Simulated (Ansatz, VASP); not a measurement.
SrTiO3 in VASP and in Ansatz

```
Sr Ti O
1.0
     3.99831   -0.61512   -0.61512
    -0.61512    3.99831   -0.61512
    -0.61512   -0.61512    3.99831
Sr Ti O
1 1 3
Direct
  0.00000 0.00000 0.00000
  0.50000 0.50000 0.50000
  0.00000 0.50000 0.50000
  0.50000 0.00000 0.50000
  0.50000 0.50000 0.00000
```

Alike in both runs: task single point; functional PBEsol; k mesh 8 × 8 × 8; occupations gaussian, width 0.05 eV; no spin polarisation.

|  | VASP | Ansatz |
| --- | --- | --- |
| version | VASP 6.6.1 | Ansatz 0.2.0 |
| potentials or method | VASP PAW PBE potentials, release 64 (Sr_sv, Ti_sv, O), cutoff 520 eV | scalar-relativistic, plane waves, PAW |
| valence electrons in the cell | 40 | 40 |

Ansatz gave:

- gap on the k mesh at the Fermi level (eV): none
- pressure (GPa): 9.7
- traceless stress, the component that is largest in VASP (GPa): 34.19

Estimate VASP's values.

gap on the k mesh at the Fermi level (eV): none; pressure (GPa): 11.0; traceless stress, the component that is largest in VASP (GPa): 34.44.

VASP's potentials were made for PBE, not for PBEsol. A gap of «none» marks a metal or a gap that the smearing closes.
